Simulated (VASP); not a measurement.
A run of VASP 6.6.1 is set up as follows.

File INCAR:

```
  PREC = Accurate
  ENCUT = 520
  EDIFF = 1E-6
  ISMEAR = 0
  SIGMA = 0.01
  LREAL = False
  LASPH = True
  NELM = 80
  ALGO = Normal
  ISIF = 2
  LWAVE = False
  LCHARG = False
  GGA = PE
  NBANDS = 14
```

Contents of KPOINTS:

```
regular mesh
0
Gamma
  4 4 4
```

The input POSCAR:

```
NaCl
1.0
    0.0000000000      2.6905908724      2.6905908724
    2.6905908724      0.0000000000      2.6905908724
    2.6905908724      2.6905908724      0.0000000000
Na Cl
1 1
Direct
    0.0000000000      0.0000000000      0.0000000000
    0.5000000000      0.5000000000      0.5000000000
```

Potentials or basis: VASP PAW PBE potentials, release 64 (Na_pv, Cl).

Run with:

```sh
$ cat potpaw_PBE.64/Na_pv/POTCAR potpaw_PBE.64/Cl/POTCAR > POTCAR
$ mpirun -np 1 vasp_std > vasp.out
```

(1) Predict the band gap on the k mesh.

(2) What does it give for the pressure?

Answers

(1) 5.71 eV.

(2) 6.0 GPa.

Caveat: the k points lie up to 0.51 Å⁻¹ apart; the cell differs from its parent crystal (strain -4.0%).
